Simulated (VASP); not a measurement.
# Ag (P6_3/mmc) in VASP: notebook

Runs on Ag. Level: PBE. Tasks: single point, relaxation of cell and atoms.

All numbers are computed with VASP 6.6.1; they aren't measurements. Logs are shortened: lines on timing, memory, paths and dates and some standing lists are left out, and cuts for length are marked.

## (1) The cell of the first run

The structure is hexagonal, space group P6_3/mmc (No. 194). The conventional cell has a = 2.936 Å, b = 2.936 Å, c = 4.791 Å, α = 90.00°, β = 90.00°, γ = 120.00°. Ag (site symmetry -6m2) has 12 Ag at 2.93 to 2.94 Å within 3.9 Å.

This isn't the form of Ag at room conditions, which is fcc.

## (2) Single point, PBE

File INCAR:

```
ALGO = Normal ; EDIFF = 1E-6
ENCUT = 500 ; GGA = PE
GGA_COMPAT = False ; ISIF = 2
ISMEAR = -1 ; LASPH = True
LCHARG = False ; LREAL = False
LWAVE = False ; NBANDS = 18
NELM = 120 ; PREC = Accurate
SIGMA = 0.05
```

File KPOINTS:

```
k-points
0
Gamma
  16 16 9
```

File POSCAR:

```
Ag
1.0
    2.9358262058      0.0000000000      0.0000000000
   -1.4679131029      2.5425000754      0.0000000000
    0.0000000000      0.0000000000      4.7909594166
Ag
2
Direct
    0.3333333333      0.6666666667      0.2500000000
    0.6666666667      0.3333333333      0.7500000000
```

Potentials or basis: VASP PAW PBE potentials, release 64 (Ag).

On the command line:

```sh
cat potpaw_PBE.64/Ag/POTCAR > POTCAR
mpirun -np 1 vasp_std > vasp.out
```

OUTCAR:

```text
EDIFF = 1E-6
   ENCUT = 500
   GGA = PE
   ISIF = 2
   ISMEAR = -1
   LASPH = True
   LREAL = False
   NELM = 120
   PREC = Accurate

 ion  position               nearest neighbor table
   1  0.333  0.667  0.250-   2 2.93   2 2.93   2 2.93   2 2.93   2 2.93   2 2.93
   2  0.667  0.333  0.750-   1 2.93   1 2.93   1 2.93   1 2.93   1 2.93   1 2.93

  LATTYP: Found a hexagonal cell.
 ALAT       =     2.9358262058
 C/A-ratio  =     1.6318947651

  Lattice vectors:

 A1 = (   2.9358262058,   0.0000000000,   0.0000000000)
 A2 = (  -1.4679131029,   2.5425000754,   0.0000000000)
 A3 = (   0.0000000000,   0.0000000000,   4.7909594166)

Analysis of symmetry for initial positions (statically):
=====================================================================
 Subroutine PRICEL returns:
 Original cell was already a primitive cell.

 Routine SETGRP: Setting up the symmetry group for a
 hexagonal supercell.

 Subroutine GETGRP returns: Found 24 space group operations
 (whereof 12 operations were pure point group operations)
 out of a pool of 24 trial point group operations.

The static configuration has the point symmetry D_3d.
 The point group associated with its full space group is D_6h.

Analysis of symmetry for dynamics (positions and initial velocities):
=====================================================================
 Subroutine PRICEL returns:
 Original cell was already a primitive cell.

 Routine SETGRP: Setting up the symmetry group for a
 hexagonal supercell.

 Subroutine GETGRP returns: Found 24 space group operations
 (whereof 12 operations were pure point group operations)
 out of a pool of 24 trial point group operations.

The dynamic configuration has the point symmetry D_3d.
 The point group associated with its full space group is D_6h.

 Subroutine INISYM returns: Found 24 space group operations
 (whereof 12 operations are pure point group operations),
 and found     1 'primitive' translations

----------------------------------------------------------------------------------------

                                     Primitive cell

  volume of cell :      35.7613

  direct lattice vectors                    reciprocal lattice vectors
     2.935826206  0.000000000  0.000000000     0.340619618  0.196656828  0.000000000
[... 81 lines left out ...]
   LNONCOLLINEAR =      F non collinear calculations
   LSORBIT =      F    spin-orbit coupling
   LASPH  =      T    aspherical Exc in radial PAW
   ENCUT  =  500.0 eV  36.75 Ry    6.06 a.u.   5.35  5.35  8.74*2*pi/ulx,y,z
   NELM   =    120;   NELMIN=  2; NELMDL= -5     # of ELM steps
   EDIFF  = 0.1E-05   stopping-criterion for ELM
   LREAL  =      F    real-space projection
   EDIFFG = 0.1E-04   stopping-criterion for IOM
   NSW    =      0    number of steps for IOM
   IBRION =     -1    ionic relax: 0-MD 1-quasi-New 2-CG
   NFREE  =      0    steps in history (QN), initial steepest desc. (CG)
   ISIF   =      2    stress and relaxation
   ISYM   =      2    0-nonsym 1-usesym 2-fastsym
   POTIM  = 0.5000    time-step for ionic-motion
   TEBEG  =    0.0;   TEEND  =   0.0 temperature during run
   PSTRESS=    0.0 pullay stress
   NELECT =      22.0000    total number of electrons
   NUPDOWN=      -1.0000    fix difference up-down
   EMIN   =  10.00;   EMAX   =-10.00  energy-range for DOS
   EFERMI =   0.00;   METHOD = LEGACY
   ISMEAR =    -1;   SIGMA  =   0.05  broadening in eV -4-tet -1-fermi 0-gaus
   EFERMI_NEDOS =   21; number of points for ismear=-14 and -15
   IALGO  =     38    algorithm
   IMIX   =      4    mixing-type and parameters
     AMIX     =   0.40;   BMIX     =  1.00
     AMIX_MAG =   1.60;   BMIX_MAG =  1.00
  volume/ion in A,a.u.               =      17.88       120.66
  Fermi-wavevector in a.u.,A,eV,Ry     =   1.392337  2.631136 26.376297  1.938603
  Thomas-Fermi vector in A             =   2.516090
   LORBIT       =      0    0 simple, 1 ext, 2 COOP (PROOUT), +10 PAW based schemes
   GGA     = PE    functional components
   LHFCALC =     F    Hartree Fock is set to
   AEXX    =    0.0000 exact exchange contribution
   IVDW    =     0    specifies the selected vdW correction
   LEPSILON=     F    determine dielectric tensor
   LRPA    =     F    only Hartree local field effects (RPA)
 non-spin polarized calculation
  energy-cutoff  :      500.00
  volume of cell :       35.76
 maximum number of plane-waves:       927
 NGX is ok and might be reduce to    24
   NGX = 11   NGY = 11   NGZ = 17

 number of electron      22.0000005 magnetization

 Free energy of the ion-electron system (eV)
  ---------------------------------------------------
  ext. energy  EPLUGINS =         0.00000000
  ---------------------------------------------------
  free energy    TOTEN  =        -5.43039439 eV

  energy without entropy =       -5.42514244  energy(sigma->0) =       -5.42776841

 E-fermi :   7.8143     XC(G=0): -11.9270

 val. band max:        7.8124369965   @ k =   0.3125   0.1875   0.3333
 cond. band min:       7.8237571784   @ k =   0.0625   0.0000   0.0000
 fundamental gap:      0.0113201818
 Fermi energy:         7.8142573239

 k-point     1 :       0.0000    0.0000    0.0000
  band No.  band energies     occupation
      1       0.3618      2.00000
      2       1.6790      2.00000
      3       3.1463      2.00000
      4       3.2327      2.00000
      5       3.2327      2.00000
      6       3.4516      2.00000
[... 481 lines left out ...]
      5       3.0841      2.00000
      6       3.5211      2.00000
[... 10 lines left out ...]
     17      20.9633      0.00000
     18      21.9063      0.00000

 [... further k-points ...]

------------------------ aborting loop because EDIFF is reached ----------------------------------------

  FORCE on cell =-STRESS in cart. coord.  units (eV):
  Direction    XX          YY          ZZ          XY          YZ          ZX
  --------------------------------------------------------------------------------------
  -------------------------------------------------------------------------------------
  Total       -0.0156240     -0.0156240     -0.0169378      0.0000000      0.0000000      0.0000000
  in kB       -0.6999844     -0.6999844     -0.7588441      0.0000000      0.0000000      0.0000000
  external PRESSURE =      -0.7196043 kB  Pullay stress =       0.0000000 kB

 VOLUME and BASIS-vectors are now :
 -----------------------------------------------------------------------------
  energy-cutoff  :      500.00
  volume of cell :       35.76
      direct lattice vectors                 reciprocal lattice vectors
     2.935826206  0.000000000  0.000000000     0.340619618  0.196656828  0.000000000
    -1.467913103  2.542500075  0.000000000     0.000000000  0.393313656  0.000000000
     0.000000000  0.000000000  4.790959417     0.000000000  0.000000000  0.208726460

 POSITION                                       TOTAL-FORCE (eV/Angst)
 -----------------------------------------------------------------------------------
     -0.00000      1.69500      1.19774        -0.000000     -0.000000      0.000000
      1.46791      0.84750      3.59322         0.000000      0.000000      0.000000
 -----------------------------------------------------------------------------------
    total drift:                               -0.000000      0.000000     -0.000000

  FREE ENERGIE OF THE ION-ELECTRON SYSTEM (eV)
  ---------------------------------------------------
  free  energy   TOTEN  =        -5.4303943870 eV

  energy  without entropy=       -5.4251424405  energy(sigma->0) =       -5.42776841
```

stdout:

```text
POSCAR found type information on POSCAR Ag
 POSCAR found :  1 types and       2 ions
 scaLAPACK will be used
 LDA part: xc-table for (Slater+PW92), standard interpolation
 POSCAR, INCAR and KPOINTS ok, starting setup
 FFT: planning ... GRIDC
 FFT: planning ... GRID_SOFT
 FFT: planning ... GRID
 WAVECAR not read
 entering main loop
```

Wall time 78 s (1 thread of Intel Xeon 8259CL, shared host); peak memory 0.21 GiB.

What came out:

| Property | Result |
| --- | --- |
| Free energy | -5.4304 eV |
| Pressure | -0.1 GPa |
| Band gap on the k mesh | zero (bands 11 and 12 overlap by 6.56 eV) |

Levels at points of the mesh, in eV from the Fermi level:
| k point | band 8 | band 9 | band 10 | band 11 | band 12 | band 13 | band 14 | band 15 |
| --- | --- | --- | --- | --- | --- | --- | --- | --- |
| (0.00, 0.00, 0.00) | -4.05 | -4.05 | -3.11 | -3.11 | -0.29 | 3.32 | 15.48 | 17.38 |
| (0.50, 0.00, 0.00) | -2.99 | -2.94 | -2.86 | 0.09 | 1.41 | 6.66 | 6.93 | 8.96 |

(Part 1 of 2 ends here.)
